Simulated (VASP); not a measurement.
# Rb (Cmcm) in VASP: a series of runs

Rb is run at these levels: PBE; tasks: single point.

Program: VASP 6.6.1. These are calculated values, not measurements. Logs are shortened: lines on timing, memory, paths and dates and some standing lists are left out, and cuts for length are marked.

**1. The cell of the first run**

The structure is orthorhombic, space group Cmcm (No. 63). Conventional cell: a = 5.128 Å, b = 8.982 Å, c = 8.111 Å, α = 90.00°, β = 90.00°, γ = 90.00°.

**2. Single point, PBE (biaxial strain in the a-b plane: +2.0 %)**

Contents of INCAR:

```
SYSTEM = Rb
PREC = Accurate
ENCUT = 520
EDIFF = 1E-7
ISMEAR = 0
SIGMA = 0.1
LREAL = .FALSE.
LASPH = .TRUE.
NELM = 100
ALGO = Fast
ISIF = 2
LWAVE = .FALSE.
LCHARG = .TRUE.
GGA = PE
LELF = .TRUE.
LVHAR = .TRUE.
NBANDS = 26
```

Contents of KPOINTS:

```
regular mesh
0
G
  8 6 6
  0 0 0
```

Contents of POSCAR:

```
Rb
1.0
    5.1275293344      0.0000000000      0.0000000000
    0.0000000000      8.9817533200      0.0000000000
    0.0000000000      0.0000000000      8.1109988345
Rb
4
Direct
    0.0000000000      0.1633368639      0.2500000000
    0.5000000000      0.3366631361      0.7500000000
    0.5000000000      0.6633368639      0.2500000000
    0.0000000000      0.8366631361      0.7500000000
```

Potentials or basis: VASP PAW PBE potentials, release 64 (Rb_sv).

The run is started by

```sh
cat potpaw_PBE.64/Rb_sv/POTCAR > POTCAR
mpirun -np 1 vasp_std > vasp.out
```

OUTCAR:

```text
SYSTEM = Rb
   PREC = Accurate
   ENCUT = 520
   EDIFF = 1E-7
   ISMEAR = 0
   LREAL = .FALSE.
   LASPH = .TRUE.
   NELM = 100
   ISIF = 2
   GGA = PE

 ion  position               nearest neighbor table
   1  0.000  0.163  0.250-   4 5.01   4 5.01   2 5.04   2 5.04   2 5.04   2 5.04   3 5.17   3 5.17
                             3 5.17   3 5.17
   2  0.500  0.337  0.750-   3 5.01   3 5.01   1 5.04   1 5.04   1 5.04   1 5.04   4 5.17   4 5.17
                             4 5.17   4 5.17
   3  0.500  0.663  0.250-   2 5.01   2 5.01   4 5.04   4 5.04   4 5.04   4 5.04   1 5.17   1 5.17
                             1 5.17   1 5.17
   4  0.000  0.837  0.750-   1 5.01   1 5.01   3 5.04   3 5.04   3 5.04   3 5.04   2 5.17   2 5.17
                             2 5.17   2 5.17

  LATTYP: Found a simple orthorhombic cell.
 ALAT       =     5.1275293344
 B/A-ratio  =     1.5818532290
 C/A-ratio  =     1.7516727325

  Lattice vectors:

 A1 = (  -5.1275293344,   0.0000000000,   0.0000000000)
 A2 = (   0.0000000000,   0.0000000000,   8.1109988345)
 A3 = (   0.0000000000,   8.9817533200,   0.0000000000)

Analysis of symmetry for initial positions (statically):
=====================================================================
 Subroutine PRICEL returns following result:

  LATTYP: Found a base centered orthorhombic cell.
 ALAT       =     5.1275293344
 B/A-ratio  =     1.7516727325
 C/A-ratio  =     1.5818532290

  Lattice vectors:

 A1 = (  -2.5637646672,   4.4908766600,   0.0000000000)
 A2 = (  -2.5637646672,  -4.4908766600,   0.0000000000)
 A3 = (   0.0000000000,   0.0000000000,   8.1109988345)

   2 primitive cells build up your supercell.

 Routine SETGRP: Setting up the symmetry group for a
 simple orthorhombic supercell.

 Subroutine GETGRP returns: Found  8 space group operations
 (whereof  4 operations were pure point group operations)
 out of a pool of  8 trial point group operations.

The static configuration has the point symmetry C_2h.
 The point group associated with its full space group is D_2h.

Analysis of symmetry for dynamics (positions and initial velocities):
=====================================================================
 Subroutine PRICEL returns following result:

  LATTYP: Found a base centered orthorhombic cell.
 ALAT       =     5.1275293344
 B/A-ratio  =     1.7516727325
 C/A-ratio  =     1.5818532290

  Lattice vectors:

 A1 = (  -2.5637646672,   4.4908766600,   0.0000000000)
 A2 = (  -2.5637646672,  -4.4908766600,   0.0000000000)
 A3 = (   0.0000000000,   0.0000000000,   8.1109988345)

   2 primitive cells build up your supercell.

 Routine SETGRP: Setting up the symmetry group for a
 simple orthorhombic supercell.

 Subroutine GETGRP returns: Found  8 space group operations
 (whereof  4 operations were pure point group operations)
 out of a pool of  8 trial point group operations.

The dynamic configuration has the point symmetry C_2h.
 The point group associated with its full space group is D_2h.

 Subroutine INISYM returns: Found  8 space group operations
 (whereof  4 operations are pure point group operations),
 and found     2 'primitive' translations

----------------------------------------------------------------------------------------

                                     Primitive cell

  volume of cell :     186.7728

  direct lattice vectors                    reciprocal lattice vectors
    -2.563764667  4.490876660  0.000000000    -0.195025700  0.111336836  0.000000000
    -2.563764667 -4.490876660  0.000000000    -0.195025700 -0.111336836  0.000000000
     0.000000000  0.000000000  8.110998835     0.000000000  0.000000000  0.123289378

  length of vectors
     5.171156780  5.171156780  8.110998835     0.224568286  0.224568286  0.123289378

  position of ions in fractional coordinates (direct lattice)
     0.163336864  0.836663136  0.250000000
     0.836663136  0.163336864  0.750000000

  ion indices of the primitive-cell ions
   primitive index   ion index
                 1           1
                 2           4

----------------------------------------------------------------------------------------

 KPOINTS: regular mesh

Automatic generation of k-mesh.
 Grid dimensions read from file:
 generate k-points for:    8    6    6

 Generating k-lattice:

  Cartesian coordinates                     Fractional coordinates (reciprocal lattice)
     0.024378213  0.000000000  0.000000000     0.125000000  0.000000000  0.000000000
     0.000000000  0.018556139  0.000000000     0.000000000  0.166666667  0.000000000
     0.000000000  0.000000000  0.020548230     0.000000000  0.000000000  0.166666667

  Length of vectors
     0.024378213  0.018556139  0.020548230

  Shift w.r.t. Gamma in fractional coordinates (k-lattice)
     0.000000000  0.000000000  0.000000000

 Subroutine IBZKPT returns following result:
 ===========================================

 Found     80 irreducible k-points:

 Following reciprocal coordinates:
            Coordinates               Weight
  0.000000  0.000000  0.000000      1.000000
  0.125000  0.000000  0.000000      2.000000
  0.250000  0.000000  0.000000      2.000000
  0.375000  0.000000  0.000000      2.000000
  0.500000  0.000000  0.000000      1.000000
  0.000000  0.166667  0.000000      2.000000
[... 16 lines left out ...]
  0.250000  0.000000  0.166667      4.000000
  0.375000  0.000000  0.166667      4.000000
 [... further k-points ...]
   k-points           NKPTS =     80   k-points in BZ     NKDIM =     80   number of bands    NBANDS=     26
   number of dos      NEDOS =    301   number of ions     NIONS =      4
   total plane-waves  NPLWV = 168000
   dimension x,y,z NGX =    40 NGY =   70 NGZ =   60
   dimension x,y,z NGXF=    80 NGYF=  140 NGZF=  120
   ions per type =               4
   NGX,Y,Z   is equivalent  to a cutoff of  12.97, 12.96, 12.30 a.u.
   NGXF,Y,Z  is equivalent  to a cutoff of  25.94, 25.91, 24.60 a.u.
 SYSTEM =  Rb
   PREC   = accura    normal or accurate (medium, high low for compatibility)
   ISTART =      0    job   : 0-new  1-cont  2-samecut
   ICHARG =      2    charge: 1-file 2-atom 10-const
   ISPIN  =      1    spin polarized calculation?
   LNONCOLLINEAR =      F non collinear calculations
   LSORBIT =      F    spin-orbit coupling
   LASPH  =      T    aspherical Exc in radial PAW
   ENCUT  =  520.0 eV  38.22 Ry    6.18 a.u.   9.53 16.70 15.08*2*pi/ulx,y,z
   NELM   =    100;   NELMIN=  2; NELMDL= -5     # of ELM steps
   EDIFF  = 0.1E-06   stopping-criterion for ELM
   LREAL  =      F    real-space projection
   EDIFFG = 0.1E-05   stopping-criterion for IOM
   NSW    =      0    number of steps for IOM
   IBRION =     -1    ionic relax: 0-MD 1-quasi-New 2-CG
   NFREE  =      0    steps in history (QN), initial steepest desc. (CG)
   ISIF   =      2    stress and relaxation
   ISYM   =      2    0-nonsym 1-usesym 2-fastsym
   POTIM  = 0.5000    time-step for ionic-motion
   TEBEG  =    0.0;   TEEND  =   0.0 temperature during run
   PSTRESS=    0.0 pullay stress
   NELECT =      36.0000    total number of electrons
   NUPDOWN=      -1.0000    fix difference up-down
   EMIN   =  10.00;   EMAX   =-10.00  energy-range for DOS
   EFERMI =   0.00;   METHOD = LEGACY
   ISMEAR =     0;   SIGMA  =   0.10  broadening in eV -4-tet -1-fermi 0-gaus
   EFERMI_NEDOS =   21; number of points for ismear=-14 and -15
   IALGO  =     68    algorithm
   IMIX   =      4    mixing-type and parameters
     AMIX     =   0.40;   BMIX     =  1.00
     AMIX_MAG =   1.60;   BMIX_MAG =  1.00
  volume/ion in A,a.u.               =      93.39       630.20
  Fermi-wavevector in a.u.,A,eV,Ry     =   0.750576  1.418382  7.665030  0.563364
  Thomas-Fermi vector in A             =   1.847358
   LORBIT       =      0    0 simple, 1 ext, 2 COOP (PROOUT), +10 PAW based schemes
   GGA     = PE    functional components
   LHFCALC =     F    Hartree Fock is set to
   AEXX    =    0.0000 exact exchange contribution
   IVDW    =     0    specifies the selected vdW correction
   LEPSILON=     F    determine dielectric tensor
   LRPA    =     F    only Hartree local field effects (RPA)
 non-spin polarized calculation
 RMM-DIIS sequential band-by-band and
 Gauss-broadening in eV      SIGMA  =   0.10
  energy-cutoff  :      520.00
  volume of cell :      373.55
 maximum number of plane-waves:     10112
 NGX is ok and might be reduce to    40
   NGX = 19   NGY = 33   NGZ = 31

 number of electron      35.9999999 magnetization

 Free energy of the ion-electron system (eV)
  ---------------------------------------------------
  ext. energy  EPLUGINS =         0.00000000
  ---------------------------------------------------
  free energy    TOTEN  =        -3.75317600 eV

  energy without entropy =       -3.73535121  energy(sigma->0) =       -3.74426361

 E-fermi :  -0.0438     XC(G=0):  -5.4027

 val. band max:       -0.0485727912   @ k =   0.5000   0.5000   0.0000
 cond. band min:      -0.0401630813   @ k =   0.2500   0.3333   0.5000
 fundamental gap:      0.0084097099
 Fermi energy:        -0.0437581174

 k-point     1 :       0.0000    0.0000    0.0000
  band No.  band energies     occupation
      1     -28.9552      2.00000
      2     -28.9520      2.00000
      3     -28.9512      2.00000
      4     -28.9509      2.00000
      5     -13.0930      2.00000
      6     -13.0733      2.00000
[... 18 lines left out ...]
     25       2.4234      0.00000
     26       3.2850      0.00000

 k-point     2 :       0.1250    0.0000    0.0000
  band No.  band energies     occupation
      1     -28.9549      2.00000
      2     -28.9519      2.00000
      3     -28.9511      2.00000
      4     -28.9509      2.00000
      5     -13.0898      2.00000
      6     -13.0709      2.00000
[... 18 lines left out ...]
     25       2.4754      0.00000
[... 608 lines left out ...]
     25       2.2777      0.00000
     26       2.3181      0.00000

 k-point    24 :       0.3750    0.0000    0.1667
  band No.  band energies     occupation
      1     -28.9529      2.00000
      2     -28.9514      2.00000
      3     -28.9510      2.00000
      4     -28.9508      2.00000
      5     -13.0707      2.00000
      6     -13.0640      2.00000
[... 18 lines left out ...]
     25       1.9888      0.00000
     26       2.0584      0.00000

 [... further k-points ...]

------------------------ aborting loop because EDIFF is reached ----------------------------------------

  FORCE on cell =-STRESS in cart. coord.  units (eV):
  Direction    XX          YY          ZZ          XY          YZ          ZX
  --------------------------------------------------------------------------------------
  -------------------------------------------------------------------------------------
  Total       -0.1279247     -0.2555583     -0.0041042      0.0000000     -0.0000000      0.0000000
  in kB       -0.5486830     -1.0961171     -0.0176035      0.0000000     -0.0000000      0.0000000
  external PRESSURE =      -0.5541345 kB  Pullay stress =       0.0000000 kB

 VOLUME and BASIS-vectors are now :
 -----------------------------------------------------------------------------
  energy-cutoff  :      520.00
  volume of cell :      373.55
      direct lattice vectors                 reciprocal lattice vectors
     5.127529334  0.000000000  0.000000000     0.195025700  0.000000000  0.000000000
     0.000000000  8.981753320  0.000000000     0.000000000  0.111336836  0.000000000
     0.000000000  0.000000000  8.110998835     0.000000000  0.000000000  0.123289378

 POSITION                                       TOTAL-FORCE (eV/Angst)
 -----------------------------------------------------------------------------------
      0.00000      1.46705      2.02775         0.000000      0.000858      0.000000
      2.56376      3.02383      6.08325         0.000000     -0.000858     -0.000000
      2.56376      5.95793      2.02775        -0.000000      0.000858      0.000000
      0.00000      7.51470      6.08325         0.000000     -0.000858     -0.000000
 -----------------------------------------------------------------------------------
    total drift:                                0.000000      0.000000     -0.000000

  FREE ENERGIE OF THE ION-ELECTRON SYSTEM (eV)
  ---------------------------------------------------
  free  energy   TOTEN  =        -3.7531760036 eV

  energy  without entropy=       -3.7353512145  energy(sigma->0) =       -3.74426361
```

It took 23 min on 1 thread of Intel Xeon Platinum 8375C at 2.90GHz (Ice Lake), shared host; peak memory 0.79 GiB.

What came out:

```
Free energy            : -3.7532 eV
Pressure               : -0.1 GPa
Band gap on the k mesh : zero (bands 18 and 19 overlap by 1.23 eV)
```

Levels at points of the mesh, in eV from the Fermi level:
| k point | band 15 | band 16 | band 17 | band 18 | band 19 | band 20 | band 21 | band 22 |
| --- | --- | --- | --- | --- | --- | --- | --- | --- |
| (0.00, 0.00, 0.00) | -12.96 | -12.95 | -1.94 | -0.02 | 0.23 | 0.23 | 0.75 | 1.36 |
| (0.50, 0.00, 0.00) | -12.98 | -12.98 | -0.32 | -0.32 | 1.18 | 1.18 | 1.23 | 1.23 |
| (0.00, 0.50, 0.00) | -12.96 | -12.96 | -1.37 | -1.37 | 0.81 | 0.81 | 0.93 | 0.93 |
| (0.50, 0.50, 0.00) | -12.97 | -12.97 | 0.00 | 0.00 | 0.27 | 0.27 | 1.34 | 1.34 |
| (0.00, 0.00, 0.50) | -12.97 | -12.97 | -1.25 | -1.25 | 0.38 | 0.38 | 0.85 | 0.85 |
| (0.50, 0.00, 0.50) | -12.97 | -12.97 | 0.23 | 0.23 | 0.23 | 0.23 | 1.51 | 1.51 |
| (0.00, 0.50, 0.50) | -12.97 | -12.97 | -0.73 | -0.73 | -0.73 | -0.73 | 2.12 | 2.12 |
| (0.50, 0.50, 0.50) | -12.98 | -12.98 | 0.41 | 0.41 | 0.41 | 0.41 | 0.87 | 0.87 |

Caveat: the cell differs from its parent crystal (biaxial strain in the a-b plane: +2.0 %).

**3. Single point, PBE (biaxial strain in the a-b plane: +4.0 %, then relaxed in part)**

Contents of INCAR:

```
SYSTEM = Rb
PREC     = Accurate       ! precision mode
ENCUT    = 520            ! plane-wave cutoff, eV
EDIFF    = 1E-7           ! SCF threshold, eV
ISMEAR   = 0              ! smearing method
SIGMA    = 0.1            ! smearing width, eV
LREAL    = .FALSE.        ! projectors in reciprocal space
LASPH    = .TRUE.         ! aspherical terms in the spheres
NELM     = 100            ! most SCF steps
ALGO     = Fast           ! electronic algorithm
ISIF     = 2              ! what is computed and relaxed
LWAVE    = .FALSE.        ! write WAVECAR
LCHARG   = .FALSE.        ! write CHGCAR
GGA      = PE             ! functional
NBANDS   = 26             ! bands
```

Contents of KPOINTS:

```
Automatic mesh
0
G
  8 6 6
  0 0 0
```

Contents of POSCAR:

```
Rb
1.0
    5.2280691252      0.0000000000      0.0000000000
    0.0000000000      9.1578661302      0.0000000000
    0.0000000000      0.0000000000      8.0124846786
Rb
4
Direct
    0.0000000000      0.1633368639      0.2500000000
    0.5000000000      0.3366631361      0.7500000000
    0.5000000000      0.6633368639      0.2500000000
    0.0000000000      0.8366631361      0.7500000000
```

Potentials or basis: VASP PAW PBE potentials, release 64 (Rb_sv).

The run is started by

```sh
cat potpaw_PBE.64/Rb_sv/POTCAR > POTCAR
mpirun -np 1 vasp_std > vasp.out
```

It took 23 min on 1 thread of Intel Xeon Platinum 8375C at 2.90GHz (Ice Lake), shared host; peak memory 0.76 GiB.

It converged, with:

```
Free energy            : -3.7420 eV
Pressure               : -0.1 GPa
Band gap on the k mesh : zero (bands 18 and 19 overlap by 1.15 eV)
```

Stress tensor (GPa, compression positive):
```
-0.14  0.00  0.00
 0.00 -0.19  0.00
 0.00  0.00 -0.01
```

Levels at points of the mesh, in eV from the Fermi level:
```
           k point  band 15  band 16  band 17  band 18  band 19  band 20  band 21  band 22
(0.00, 0.00, 0.00)   -12.98   -12.97    -1.90    -0.06     0.20     0.31     0.83     1.40
(0.50, 0.00, 0.00)   -12.99   -12.99    -0.35    -0.35     1.14     1.14     1.18     1.18
(0.00, 0.50, 0.00)   -12.98   -12.98    -1.36    -1.36     0.86     0.86     1.00     1.00
(0.50, 0.50, 0.00)   -12.98   -12.98    -0.04    -0.04     0.24     0.24     1.39     1.39
(0.00, 0.00, 0.50)   -12.98   -12.98    -1.20    -1.20     0.37     0.37     0.82     0.82
(0.50, 0.00, 0.50)   -12.99   -12.99     0.22     0.22     0.22     0.22     1.48     1.48
(0.00, 0.50, 0.50)   -12.99   -12.99    -0.70    -0.70    -0.70    -0.70     2.08     2.08
(0.50, 0.50, 0.50)   -12.99   -12.99     0.40     0.40     0.40     0.40     0.84     0.84
```

Caveat: the cell differs from its parent crystal (biaxial strain in the a-b plane: +4.0 %, then relaxed in part).

The gap in the log of VASP goes by the Fermi energy; the results here count the filled bands.